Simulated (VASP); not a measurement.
Write the native input for VASP 6.6.1 that does the following.

- Task: single point
- Functional: PBE
- Dispersion: D3(BJ)
- Potentials or basis: VASP PAW PBE potentials, release 64 (Pb_d, S)
- Cutoff: 520 eV
- k mesh: 6 × 6 × 6
- Occupations: fermi-dirac, width 0.02 eV
- Spin: no spin polarisation
- Dipole correction: no
- Further INCAR settings: ALGO = Normal; EDIFF = 1e-06; NBANDS = 17

The structure of PbS lies in POSCAR:

```
PbS
1.0
    2.0976728141      1.2110919639      3.4256346578
   -2.0976728141      1.2110919639      3.4256346578
    0.0000000000     -2.4221839278      3.4256346578
Pb S
1 1
Direct
    0.9781760018      0.9781760018      0.9781760018
    0.4774253282      0.4774253282      0.4774253282
```

These files were run (other wordings do the same):

INCAR

```
  PREC = Accurate
  ENCUT = 520
  EDIFF = 1E-6
  ISMEAR = -1
  SIGMA = 0.02
  LREAL = False
  LASPH = True
  NELM = 100
  ALGO = Normal
  ISIF = 2
  LWAVE = False
  LCHARG = True
  GGA = PE
  IVDW = 12
  LELF = True
  LVHAR = True
  NBANDS = 17
```

KPOINTS

```
Automatic mesh
0
Gamma
  6 6 6
```

Potentials or basis: VASP PAW PBE potentials, release 64 (Pb_d, S).

Launch:

```console
$ cat potpaw_PBE.64/Pb_d/POTCAR potpaw_PBE.64/S/POTCAR > POTCAR
$ mpirun -np 1 vasp_std > vasp.out
```

It gave:

```json
{"Pressure": "-0.1 GPa", "Band gap on the k mesh": "0.37 eV, direct", "Dispersion energy per atom": "-0.347 eV"}
```

Caveat: spin-orbit coupling is left out, which moves the levels of the heavy elements.

Run time: 17 s on 1 thread of Intel(R) Xeon(R) Platinum 8259CL CPU @ 2.50GHz (Skylake/Cascade Lake), on a shared host, peak memory 0.19 GiB.
